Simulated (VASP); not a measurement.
The system is Li2H7.

```xyz
9
Lattice="2.0550 -3.6246 0.0000 2.0550 3.6246 0.0000 -1.5233 0.0000 5.2991" Properties=species:S:1:pos:R:3 pbc="T T T"
Li    3.3444    0.0000    1.2286
Li   -0.7577    0.0000    4.0704
H     0.2658   -1.8123    2.6495
H     0.2658    1.8123    2.6495
H     1.2737    1.2181    4.4780
H     1.2737   -1.2181    4.4780
H     1.3129   -1.2181    0.8210
H     1.3129    1.2181    0.8210
H     1.2933    0.0000    2.6495
```

```yaml
Program: VASP 6.6.1
Task: relaxation of cell and atoms
Functional: PBE
Potentials_or_basis: VASP PAW PBE potentials, release 64 (Li_sv, H)
Cutoff: 600 eV
k_mesh: 6 × 6 × 4
Occupations: gaussian, width 0.1 eV
Spin: no spin polarisation
```

At the start: pressure -12.2 GPa; volume 8.77 Å³/atom.

**Question.** Where does the relaxation end?

**Answer.** Over 58 steps the energy falls by 691.2 meV/atom and the volume is 6.47 Å³/atom (-26.2 %); space group C2/m (No. 12, to 0.05 Å).

The path:
| step | energy change (eV) | largest force (eV/Å) | pressure (GPa) | volume (Å³) |
| --- | --- | --- | --- | --- |
| 1 | 0.0000 | 0.2869 | -12.22 | 78.94 |
| 3 | -1.9478 | 0.2994 | -6.68 | 52.09 |
| 5 | -2.1236 | 0.3513 | -2.52 | 47.05 |
| 7 | -2.3919 | 0.6043 | 3.40 | 42.57 |
| 9 | -1.7889 | 3.9632 | 47.98 | 34.59 |
| 11 | -3.5333 | 1.7400 | 18.42 | 38.17 |
| 13 | -3.6588 | 1.9464 | 20.42 | 38.19 |
| 15 | -3.6729 | 2.0337 | 21.64 | 38.19 |
| 17 | -4.0527 | 1.5580 | 17.56 | 39.49 |
| 19 | -4.8305 | 1.1508 | 8.63 | 45.73 |
| 21 | -5.2415 | 0.9129 | -0.72 | 50.37 |
| 23 | -5.4532 | 0.9419 | -1.96 | 52.21 |
| 25 | -5.8310 | 1.1262 | 1.18 | 57.08 |
| 27 | -5.9244 | 0.4701 | -0.05 | 62.04 |
| 29 | -5.9604 | 0.3909 | 0.14 | 60.58 |
| 31 | -5.9999 | 0.4722 | -1.53 | 60.00 |
| 33 | -6.0498 | 0.2611 | -1.14 | 59.12 |
| 35 | -6.0692 | 0.3143 | -0.58 | 58.18 |
| 37 | -6.1029 | 0.2033 | -0.27 | 57.53 |
| 39 | -6.1329 | 0.2048 | 0.58 | 56.09 |
| 41 | -6.1482 | 0.4199 | 1.50 | 56.08 |
| 43 | -6.1645 | 0.3703 | 1.30 | 56.25 |
| 45 | -6.2076 | 0.1311 | 0.68 | 57.02 |
| 47 | -6.2090 | 0.0828 | 0.60 | 57.18 |
| 49 | -6.2124 | 0.1349 | 0.10 | 57.35 |
| 51 | -6.2185 | 0.0440 | 0.22 | 57.67 |
| 53 | -6.2191 | 0.0458 | 0.08 | 57.82 |
| 55 | -6.2197 | 0.0415 | 0.04 | 57.95 |
| 57 | -6.2202 | 0.0499 | 0.08 | 58.14 |
| 58 | -6.2207 | 0.0316 | -0.04 | 58.27 |

Final structure:
```
Li H
1.0
     2.17343   -2.48424   -0.10792
     2.17343    2.48424   -0.10792
    -2.01258    0.00000    5.49600
Li H
2 7
Direct
  0.89970 0.89970 0.28841
  0.10030 0.10030 0.71159
  0.50000 0.00000 0.50000
  0.00000 0.50000 0.50000
  0.62772 0.79400 0.92848
  0.79400 0.62772 0.92848
  0.37228 0.20600 0.07152
  0.20600 0.37228 0.07152
  0.50000 0.50000 0.50000
```

Caveat: the cutoff is under 1.25 times the usual one of these potentials, so pressure, stress and relaxed cells hold a basis-set (Pulay) error; the volume moved by over 15 % at a fixed basis, so the end points are rough.
